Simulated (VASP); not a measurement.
Wanted: the native input for a VASP 6.6.1 run.

```
Task                   : single point
Functional             : PBEsol
Potentials or basis    : VASP PAW PBE potentials, release 64 (N)
Cutoff                 : 520 eV
k mesh                 : 1 × 1 × 1
Occupations            : fermi-dirac, width 0.02 eV
Spin                   : no spin polarisation
Dipole correction      : no
Further INCAR settings : ALGO = Normal; EDIFF = 1e-06; NBANDS = 12
```

The structure of N2 lies in POSCAR:

```
N
1.0
    9.0000000000      0.0000000000      0.0000000000
    0.0000000000      9.5000000000      0.0000000000
    0.0000000000      0.0000000000     10.0000000000
N
2
Direct
    0.5000000000      0.5000000000      0.4450012351
    0.5000000000      0.5000000000      0.5549987649
```

The input as run:

INCAR

```
PREC = Accurate
ENCUT = 520
EDIFF = 1E-6
ISMEAR = -1
SIGMA = 0.02
LREAL = False
LASPH = True
NELM = 60
ALGO = Normal
ISIF = 2
LWAVE = False
LCHARG = False
GGA = PS
NBANDS = 12
```

KPOINTS

```
Automatic mesh
0
Gamma
  1 1 1
```

Potentials or basis: VASP PAW PBE potentials, release 64 (N).

The run is started by

```bash
$ cat potpaw_PBE.64/N/POTCAR > POTCAR
$ mpirun -np 1 vasp_gam > vasp.out
```

Results of the run:

```json
{
 "Largest force": "1.868 eV/Å",
 "Gap between the frontier levels": "8.19 eV"
}
```

Caveat: the standard files for N, O and F lose accuracy on very short bonds; the PAW data sets were made with another functional, which shifts forces and pressure a little.

It took 53 s on 1 thread of Oxide Virtual Turin-like Processor, on a shared host, peak memory 0.69 GiB.
